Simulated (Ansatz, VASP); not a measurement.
## One calculation of Al2B2As, two programs

```
CELL_PARAMETERS angstrom
3.75988 0.00000 0.00000
-1.87994 3.25615 0.00000
0.00000 0.00000 5.74319
ATOMIC_POSITIONS crystal
Al 0.33333 0.66667 0.72474
Al 0.33333 0.66667 0.27526
B 0.66667 0.33333 0.25994
B 0.66667 0.33333 0.74006
As 0.33333 0.66667 0.00000
```

Alike in both runs: task relaxation of cell and atoms; functional PBE; k mesh 6 × 6 × 4; occupations gaussian, width 0.1 eV; no spin polarisation.

|  | VASP | Ansatz |
| --- | --- | --- |
| version | VASP 6.6.1 | Ansatz 0.2.0 |
| potentials or method | VASP PAW PBE potentials, release 64 (Al, B, As), cutoff 600 eV | scalar-relativistic, plane waves, PAW |
| valence electrons in the cell | 17 | 27 |

```csv
,VASP,Ansatz,Ansatz less VASP
"gap on the k mesh at the Fermi level, each at its own relaxed structure (eV)",none,none,-
relaxed volume (Å³/atom),14.18,14.22,+0.045
relaxed cell length with the largest relative difference (Å),3.162,3.170,+0.0076
```

A gap of «none» marks a metal or a gap that the smearing closes. VASP's potentials hold 17 valence electrons a cell and Ansatz's 27, so a difference there can come from the potentials and not from the codes.
